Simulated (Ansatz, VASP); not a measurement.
# Ca in VASP and in Ansatz

```
Ca
1.0
     0.00000    2.79420    2.79420
     2.90597    0.00000    2.79420
     2.90597    2.79420    0.00000
Ca
1
Direct
  0.00000 0.00000 0.00000
```

Change from the starting cell: strain +0.0400 x Voigt [1, 0, 0, 0, 0, 0], atoms carried along.

Alike in both runs: task single point; functional PBEsol; k mesh 14 × 14 × 14; occupations gaussian, width 0.15 eV; no spin polarisation.

|  | VASP | Ansatz |
| --- | --- | --- |
| version | VASP 6.6.1 | Ansatz 0.2.0 |
| potentials or method | VASP PAW PBE potentials, release 64 (Ca_sv), cutoff 520 eV | scalar-relativistic, plane waves, PAW |
| valence electrons in the cell | 10 | 10 |

|  | VASP | Ansatz | Ansatz less VASP |
| --- | --- | --- | --- |
| gap on the k mesh at the Fermi level (eV) | none | none | - |
| pressure (GPa) | -1.7 | -1.7 | -0.02 |
| traceless stress, the component that is largest in VASP (GPa) | -0.23 | -0.23 | 0.000 |

VASP's potentials were made for PBE, not for PBEsol. A gap of «none» marks a metal or a gap that the smearing closes.
